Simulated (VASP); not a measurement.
A run of VASP 6.6.1:

INCAR

```
PREC     = Accurate       # precision mode
ENCUT    = 520            # plane-wave cutoff, eV
EDIFF    = 1E-6           # SCF threshold, eV
ISMEAR   = -1             # smearing method
SIGMA    = 0.05           # smearing width, eV
LREAL    = False          # projectors in reciprocal space
LASPH    = True           # aspherical terms in the spheres
NELM     = 80             # most SCF steps
ALGO     = Normal         # electronic algorithm
ISIF     = 2              # what is computed and relaxed
LWAVE    = False          # write WAVECAR
LCHARG   = False          # write CHGCAR
GGA      = PE             # functional
NBANDS   = 25             # bands
```

The input KPOINTS:

```
Automatic mesh
0
Gamma
  8 8 6
```

Contents of POSCAR:

```
CuO
1.0
    3.2377759293      0.0000000000      0.0000000000
    0.0000000000      3.2377759293      0.0000000000
    0.0000000000      0.0000000000      4.7407223129
Cu O
2 2
Direct
    0.0000000000      0.0000000000      0.0000000000
    0.5000000000      0.5000000000      0.0000000000
    0.5000000000      0.0000000000      0.2670000000
    0.0000000000      0.5000000000      0.7330000000
```

Potentials or basis: VASP PAW PBE potentials, release 64 (Cu, O).

Launch:

```bash
$ cat potpaw_PBE.64/Cu/POTCAR potpaw_PBE.64/O/POTCAR > POTCAR
$ mpirun -np 1 vasp_std > vasp.out
```

Hardware: 1 thread of Intel(R) Xeon(R) 6975P-C (Granite Rapids), with other jobs on the host.

**Question.** How long does it take, and how much memory?

**Answer.** Run time: 22 s on 1 thread of Intel(R) Xeon(R) 6975P-C (Granite Rapids) (shared host), peak memory 0.19 GiB. Counts: scf iterations 15, k points 60.
